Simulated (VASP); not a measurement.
Write the native input for VASP 6.6.1 that does the following.

* Task: single point
* Functional: PBE
* Potentials or basis: VASP PAW PBE potentials, release 64 (Si, C)
* Cutoff: 520 eV
* k mesh: 12 × 12 × 6
* Occupations: gaussian, width 0.05 eV
* Spin: no spin polarisation
* Dipole correction: no
* Further INCAR settings: ALGO = Normal; EDIFF = 1e-07; NBANDS = 16

The structure of SiC lies in POSCAR:

```
SiC
1.0
    3.0920366030      0.0000000000      0.0000000000
   -1.5460183015      2.6777822476      0.0000000000
    0.0000000000      0.0000000000      5.0738984874
Si C
2 2
Direct
    0.3333333333      0.6666666667      0.0045639005
    0.6666666667      0.3333333333      0.5045639005
    0.3333333333      0.6666666667      0.3655166051
    0.6666666667      0.3333333333      0.8655166051
```

This cell differs from its parent crystal: c/a of the conventional cell at fixed volume 1.6410.

One way to write it, as run:

INCAR

```
PREC = Accurate
ENCUT = 520
EDIFF = 1E-7
ISMEAR = 0
SIGMA = 0.05
LREAL = False
LASPH = True
NELM = 60
ALGO = Normal
ISIF = 2
LWAVE = False
LCHARG = False
GGA = PE
NBANDS = 16
```

KPOINTS

```
regular mesh
0
Gamma
  12 12 6
```

Potentials or basis: VASP PAW PBE potentials, release 64 (Si, C).

Run with:

```console
$ cat potpaw_PBE.64/Si/POTCAR potpaw_PBE.64/C/POTCAR > POTCAR
$ mpirun -np 1 vasp_std > vasp.out
```

It gave:

```yaml
Pressure: 0.5 GPa
Largest_force: 1.539 eV/Å
Band_gap_on_the_k_mesh: 1.77 eV, indirect (least direct gap 3.77 eV)
```

Caveat: forces of over 1 eV/Å act on the atoms, so gaps and moduli don't describe the material at rest.

Run time: 93 s on 1 thread of AMD EPYC 7R43 64-Core Processor (Zen 3), on a shared host, peak memory 0.14 GiB.
